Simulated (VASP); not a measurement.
Here is a VASP 6.6.1 calculation.

Contents of INCAR:

```
  PREC = Accurate
  ENCUT = 520
  EDIFF = 1E-6
  ISMEAR = 0
  SIGMA = 0.014
  LREAL = F
  LASPH = T
  NELM = 100
  ALGO = Normal
  ISIF = 2
  LWAVE = F
  LCHARG = T
  GGA = PE
  LELF = T
  LVHAR = T
  NBANDS = 36
```

KPOINTS

```
Automatic mesh
0
Gamma
  8 8 4
```

File POSCAR:

```
Ge
1.0
    3.9975858431      0.0000000000      0.0000000000
   -1.9987929216      3.4620108940      0.0000000000
    0.0000000000      0.0000000000      6.5993779500
Ge
4
Direct
    0.3333333333      0.6666666667      0.9370987500
    0.6666666667      0.3333333333      0.4370987500
    0.3333333333      0.6666666667      0.5629012500
    0.6666666667      0.3333333333      0.0629012500
```

Potentials or basis: VASP PAW PBE potentials, release 64 (Ge_d).

Run with:

```bash
$ cat potpaw_PBE.64/Ge_d/POTCAR > POTCAR
$ mpirun -np 1 vasp_std > vasp.out
```

Predict the band gap on the k mesh.

0.12 eV.

What does it give for the largest force?

0.019 eV/Å.

Predict the pressure.

2.9 GPa.

Forces on the atoms (eV/Å):
```
Ge   0.000  0.000 -0.019
Ge   0.000  0.000 -0.019
Ge   0.000  0.000  0.019
Ge   0.000  0.000  0.019
```

A k mesh can miss the band edges.
